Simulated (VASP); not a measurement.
# Li3Ge4N (P4mm) in VASP: single point with PBE

Aim: the single point of Li3Ge4N with PBE.

All numbers are computed with VASP 6.6.1; they aren't measurements. Logs are shortened: lines on timing, memory, paths and dates and some standing lists are left out, and cuts for length are marked.

**1. The cell of the first run**

It takes space group P4mm (No. 99, tetragonal). The conventional cell has a = 6.277 Å, b = 6.277 Å, c = 4.970 Å, α = 90.00°, β = 90.00°, γ = 90.00°. Li (site symmetry 2mm) has 4 Ge at 2.78 to 2.79 Å and 2 N at 3.52 Å within 3.7 Å. Li (site symmetry 4mm) has 8 Ge at 3.38 Å and 8 Li at 3.98 to 4.03 Å within 4.4 Å. Ge (site symmetry m) has 1 N at 2.09 Å and 3 Ge at 2.51 to 2.67 Å and 2 Li at 2.78 to 2.79 Å within 2.8 Å. Within 2.8 Å of N (site symmetry 4mm) lie 4 Ge at 2.09 Å.

**2. Single point, PBE**

Contents of INCAR:

```
SYSTEM = Li3Ge4N
ALGO = Normal
EDIFF = 1E-7
ENCUT = 520
GGA = PE
ISIF = 2
ISMEAR = 0
LASPH = .TRUE.
LCHARG = .TRUE.
LELF = .TRUE.
LREAL = .FALSE.
LVHAR = .TRUE.
LWAVE = .FALSE.
NBANDS = 45
NELM = 80
PREC = Accurate
SIGMA = 0.2
```

Contents of KPOINTS:

```
k-points
0
G
  3 3 3
  0 0 0
```

Contents of POSCAR:

```
Li3Ge4N
1.0
    6.2774566125      0.0000000000      0.0000000000
    0.0000000000      6.2774566125      0.0000000000
    0.0000000000      0.0000000000      4.9703041149
Li Ge N
3 4 1
Direct
    0.5000000000      0.0000000000      0.5622111803
    0.0000000000      0.5000000000      0.5622111803
    0.0000000000      0.0000000000      1.0542542182
    0.1997106821      0.5000000000      0.0639235669
    0.8002893179      0.5000000000      0.0639235669
    0.5000000000      0.1997106821      0.0639235669
    0.5000000000      0.8002893179      0.0639235669
    0.5000000000      0.5000000000      0.8815100738
```

Potentials or basis: VASP PAW PBE potentials, release 64 (Li_sv, Ge_d, N).

Launch:

```bash
cat potpaw_PBE.64/Li_sv/POTCAR potpaw_PBE.64/Ge_d/POTCAR potpaw_PBE.64/N/POTCAR > POTCAR
mpirun -np 1 vasp_std > vasp.out
```

OUTCAR:

```text
SYSTEM = Li3Ge4N
   EDIFF = 1E-7
   ENCUT = 520
   GGA = PE
   ISIF = 2
   ISMEAR = 0
   LASPH = .TRUE.
   LREAL = .FALSE.
   NELM = 80
   PREC = Accurate

 ion  position               nearest neighbor table
   1  0.500  0.000  0.562-
   2  0.000  0.500  0.562-
   3  0.000  0.000  0.054-
   4  0.200  0.500  0.064-   8 2.09   5 2.51   7 2.67   6 2.67
   5  0.800  0.500  0.064-   8 2.09   4 2.51   7 2.67   6 2.67
   6  0.500  0.200  0.064-   8 2.09   7 2.51   4 2.67   5 2.67
   7  0.500  0.800  0.064-   8 2.09   6 2.51   4 2.67   5 2.67
   8  0.500  0.500  0.882-   4 2.09   5 2.09   6 2.09   7 2.09

  LATTYP: Found a simple tetragonal cell.
 ALAT       =     6.2774566125
 C/A-ratio  =     0.7917703652

  Lattice vectors:

 A1 = (   6.2774566125,   0.0000000000,   0.0000000000)
 A2 = (   0.0000000000,   6.2774566125,   0.0000000000)
 A3 = (   0.0000000000,   0.0000000000,   4.9703041149)

Analysis of symmetry for initial positions (statically):
=====================================================================
 Subroutine PRICEL returns:
 Original cell was already a primitive cell.

 Routine SETGRP: Setting up the symmetry group for a
 simple tetragonal supercell.

 Subroutine GETGRP returns: Found  8 space group operations
 (whereof  8 operations were pure point group operations)
 out of a pool of 16 trial point group operations.

The static configuration has the point symmetry C_4v.

Analysis of symmetry for dynamics (positions and initial velocities):
=====================================================================
 Subroutine PRICEL returns:
 Original cell was already a primitive cell.

 Routine SETGRP: Setting up the symmetry group for a
 simple tetragonal supercell.

 Subroutine GETGRP returns: Found  8 space group operations
 (whereof  8 operations were pure point group operations)
 out of a pool of 16 trial point group operations.

The dynamic configuration has the point symmetry C_4v.

 Subroutine INISYM returns: Found  8 space group operations
 (whereof  8 operations are pure point group operations),
 and found     1 'primitive' translations

----------------------------------------------------------------------------------------

                                     Primitive cell

  volume of cell :     195.8621

  direct lattice vectors                    reciprocal lattice vectors
     6.277456612  0.000000000  0.000000000     0.159300185  0.000000000  0.000000000
     0.000000000  6.277456612  0.000000000     0.000000000  0.159300185  0.000000000
     0.000000000  0.000000000  4.970304115     0.000000000  0.000000000  0.201194932

  length of vectors
     6.277456612  6.277456612  4.970304115     0.159300185  0.159300185  0.201194932

  position of ions in fractional coordinates (direct lattice)
     0.500000000  0.000000000  0.562211180
     0.000000000  0.500000000  0.562211180
     0.000000000  0.000000000  0.054254218
     0.199710682  0.500000000  0.063923567
     0.800289318  0.500000000  0.063923567
     0.500000000  0.199710682  0.063923567
     0.500000000  0.800289318  0.063923567
     0.500000000  0.500000000  0.881510074

  ion indices of the primitive-cell ions
   primitive index   ion index
                 1           1
                 2           2
                 3           3
                 4           4
                 5           5
                 6           6
                 7           7
                 8           8

----------------------------------------------------------------------------------------

 KPOINTS: k-points

Automatic generation of k-mesh.
 Grid dimensions read from file:
 generate k-points for:    3    3    3

 Generating k-lattice:

  Cartesian coordinates                     Fractional coordinates (reciprocal lattice)
     0.053100062  0.000000000  0.000000000     0.333333333  0.000000000  0.000000000
     0.000000000  0.053100062  0.000000000     0.000000000  0.333333333  0.000000000
     0.000000000  0.000000000  0.067064977     0.000000000  0.000000000  0.333333333

  Length of vectors
     0.053100062  0.053100062  0.067064977

  Shift w.r.t. Gamma in fractional coordinates (k-lattice)
     0.000000000  0.000000000  0.000000000

 Subroutine IBZKPT returns following result:
 ===========================================

 Found      6 irreducible k-points:

 Following reciprocal coordinates:
            Coordinates               Weight
  0.000000  0.000000  0.000000      1.000000
  0.333333  0.000000  0.000000      4.000000
  0.333333  0.333333  0.000000      4.000000
  0.000000  0.000000  0.333333      2.000000
  0.333333  0.000000  0.333333      8.000000
  0.333333  0.333333  0.333333      8.000000
   k-points           NKPTS =      6   k-points in BZ     NKDIM =      6   number of bands    NBANDS=     45
   number of dos      NEDOS =    301   number of ions     NIONS =      8
   total plane-waves  NPLWV =  92160
   dimension x,y,z NGX =    48 NGY =   48 NGZ =   40
   dimension x,y,z NGXF=    96 NGYF=   96 NGZF=   80
   ions per type =               3   4   1
   NGX,Y,Z   is equivalent  to a cutoff of  12.71, 12.71, 13.38 a.u.
   NGXF,Y,Z  is equivalent  to a cutoff of  25.42, 25.42, 26.76 a.u.
 SYSTEM =  Li3Ge4N
   PREC   = accura    normal or accurate (medium, high low for compatibility)
   ISTART =      0    job   : 0-new  1-cont  2-samecut
   ICHARG =      2    charge: 1-file 2-atom 10-const
   ISPIN  =      1    spin polarized calculation?
   LNONCOLLINEAR =      F non collinear calculations
   LSORBIT =      F    spin-orbit coupling
   LASPH  =      T    aspherical Exc in radial PAW
   ENCUT  =  520.0 eV  38.22 Ry    6.18 a.u.  11.67 11.67  9.24*2*pi/ulx,y,z
   NELM   =     80;   NELMIN=  2; NELMDL= -5     # of ELM steps
   EDIFF  = 0.1E-06   stopping-criterion for ELM
   LREAL  =      F    real-space projection
   EDIFFG = 0.1E-05   stopping-criterion for IOM
   NSW    =      0    number of steps for IOM
   IBRION =     -1    ionic relax: 0-MD 1-quasi-New 2-CG
   NFREE  =      0    steps in history (QN), initial steepest desc. (CG)
   ISIF   =      2    stress and relaxation
   ISYM   =      2    0-nonsym 1-usesym 2-fastsym
   POTIM  = 0.5000    time-step for ionic-motion
   TEBEG  =    0.0;   TEEND  =   0.0 temperature during run
   PSTRESS=    0.0 pullay stress
   NELECT =      70.0000    total number of electrons
   NUPDOWN=      -1.0000    fix difference up-down
   EMIN   =  10.00;   EMAX   =-10.00  energy-range for DOS
   EFERMI =   0.00;   METHOD = LEGACY
   ISMEAR =     0;   SIGMA  =   0.20  broadening in eV -4-tet -1-fermi 0-gaus
   EFERMI_NEDOS =   21; number of points for ismear=-14 and -15
   IALGO  =     38    algorithm
   IMIX   =      4    mixing-type and parameters
     AMIX     =   0.40;   BMIX     =  1.00
     AMIX_MAG =   1.60;   BMIX_MAG =  1.00
  volume/ion in A,a.u.               =      24.48       165.22
  Fermi-wavevector in a.u.,A,eV,Ry     =   1.161780  2.195447 18.364242  1.349734
  Thomas-Fermi vector in A             =   2.298349
   LORBIT       =      0    0 simple, 1 ext, 2 COOP (PROOUT), +10 PAW based schemes
   GGA     = PE    functional components
   LHFCALC =     F    Hartree Fock is set to
   AEXX    =    0.0000 exact exchange contribution
   IVDW    =     0    specifies the selected vdW correction
   LEPSILON=     F    determine dielectric tensor
   LRPA    =     F    only Hartree local field effects (RPA)
 non-spin polarized calculation
 Gauss-broadening in eV      SIGMA  =   0.20
  energy-cutoff  :      520.00
  volume of cell :      195.86
 maximum number of plane-waves:      5310
 NGX is ok and might be reduce to    48
   NGX = 23   NGY = 23   NGZ = 19

 number of electron      70.0000016 magnetization

 Free energy of the ion-electron system (eV)
  ---------------------------------------------------
  ext. energy  EPLUGINS =         0.00000000
  ---------------------------------------------------
  free energy    TOTEN  =       -29.62037865 eV

  energy without entropy =      -29.56161843  energy(sigma->0) =      -29.59099854

 E-fermi :   2.2557     XC(G=0):  -7.8900

 val. band max:        2.1428432913   @ k =   0.3333   0.3333   0.3333
 cond. band min:       2.2794114642   @ k =   0.3333   0.3333   0.0000
 fundamental gap:      0.1365681729
 Fermi energy:         2.2556839556

 k-point     1 :       0.0000    0.0000    0.0000
  band No.  band energies     occupation
      1     -45.8597      2.00000
      2     -44.7609      2.00000
      3     -44.7608      2.00000
      4     -22.6480      2.00000
      5     -22.5125      2.00000
      6     -22.5116      2.00000
[... 37 lines left out ...]
     44       6.0411      0.00000
     45       7.2581      0.00000

 k-point     2 :       0.3333    0.0000    0.0000
  band No.  band energies     occupation
      1     -45.8597      2.00000
      2     -44.7609      2.00000
      3     -44.7609      2.00000
      4     -22.6205      2.00000
      5     -22.5508      2.00000
      6     -22.5465      2.00000
[... 37 lines left out ...]
     44       6.3241      0.00000
     45       6.9307      0.00000

 k-point     3 :       0.3333    0.3333    0.0000
  band No.  band energies     occupation
      1     -45.8597      2.00000
      2     -44.7609      2.00000
      3     -44.7609      2.00000
      4     -22.5945      2.00000
      5     -22.5698      2.00000
      6     -22.5542      2.00000
[... 37 lines left out ...]
     44       6.0143      0.00000
     45       6.5917      0.00000

 k-point     4 :       0.0000    0.0000    0.3333
  band No.  band energies     occupation
      1     -45.8597      2.00000
      2     -44.7609      2.00000
      3     -44.7608      2.00000
      4     -22.6480      2.00000
      5     -22.5124      2.00000
      6     -22.5116      2.00000
[... 37 lines left out ...]
     44       6.1641      0.00000
     45       7.1066      0.00000

 k-point     5 :       0.3333    0.0000    0.3333
  band No.  band energies     occupation
      1     -45.8597      2.00000
      2     -44.7609      2.00000
      3     -44.7608      2.00000
      4     -22.6204      2.00000
      5     -22.5508      2.00000
      6     -22.5465      2.00000
[... 37 lines left out ...]
     44       6.8953      0.00000
     45       6.9655      0.00000

 k-point     6 :       0.3333    0.3333    0.3333
  band No.  band energies     occupation
      1     -45.8597      2.00000
      2     -44.7608      2.00000
      3     -44.7608      2.00000
      4     -22.5945      2.00000
      5     -22.5698      2.00000
      6     -22.5542      2.00000
[... 37 lines left out ...]
     44       6.9574      0.00000
     45       7.0529      0.00000

------------------------ aborting loop because EDIFF is reached ----------------------------------------

  FORCE on cell =-STRESS in cart. coord.  units (eV):
  Direction    XX          YY          ZZ          XY          YZ          ZX
  --------------------------------------------------------------------------------------
  -------------------------------------------------------------------------------------
  Total       -0.0394130     -0.0394130     -0.2680515      0.0000000      0.0000000      0.0000000
  in kB       -0.3224037     -0.3224037     -2.1926960      0.0000000      0.0000000      0.0000000
  external PRESSURE =      -0.9458345 kB  Pullay stress =       0.0000000 kB

 VOLUME and BASIS-vectors are now :
 -----------------------------------------------------------------------------
  energy-cutoff  :      520.00
  volume of cell :      195.86
      direct lattice vectors                 reciprocal lattice vectors
     6.277456612  0.000000000  0.000000000     0.159300185  0.000000000  0.000000000
     0.000000000  6.277456612  0.000000000     0.000000000  0.159300185  0.000000000
     0.000000000  0.000000000  4.970304115     0.000000000  0.000000000  0.201194932

 POSITION                                       TOTAL-FORCE (eV/Angst)
 -----------------------------------------------------------------------------------
      3.13873      0.00000      2.79436         0.000000      0.000000     -0.005032
      0.00000      3.13873      2.79436         0.000000      0.000000     -0.005032
      0.00000      0.00000      0.26966         0.000000      0.000000      0.000614
      1.25368      3.13873      0.31772        -0.036922      0.000000      0.010958
      5.02378      3.13873      0.31772         0.036922      0.000000      0.010958
      3.13873      1.25368      0.31772        -0.000000     -0.036922      0.010958
      3.13873      5.02378      0.31772        -0.000000      0.036922      0.010958
      3.13873      3.13873      4.38137         0.000000      0.000000     -0.034380
 -----------------------------------------------------------------------------------
    total drift:                                0.000000      0.000000      0.001260

  FREE ENERGIE OF THE ION-ELECTRON SYSTEM (eV)
  ---------------------------------------------------
  free  energy   TOTEN  =       -29.6203786460 eV

  energy  without entropy=      -29.5616184254  energy(sigma->0) =      -29.59099854
```

It took 58 s on 1 thread of Intel Xeon Platinum 8259CL at 2.50GHz (Skylake/Cascade Lake), shared host; peak memory 0.3 GiB.

What came out:

| Quantity | Value |
| --- | --- |
| Free energy | -29.6204 eV |
| Largest force | 0.039 eV/Å |
| Band gap on the k mesh | zero (band 35 reaches 2.28 eV, above the bottom of band 36 at 1.73 eV) |

Forces on the atoms (eV/Å):
```
Li   0.000  0.000 -0.005
Li   0.000  0.000 -0.005
Li   0.000  0.000  0.001
Ge  -0.037  0.000  0.011
Ge   0.037  0.000  0.011
Ge   0.000 -0.037  0.011
Ge   0.000  0.037  0.011
N    0.000  0.000 -0.034
```

Caveat: the k points lie up to 0.42 Å⁻¹ apart; the cutoff is under 1.25 times the usual one of these potentials, so pressure, stress and relaxed cells hold a basis-set (Pulay) error.
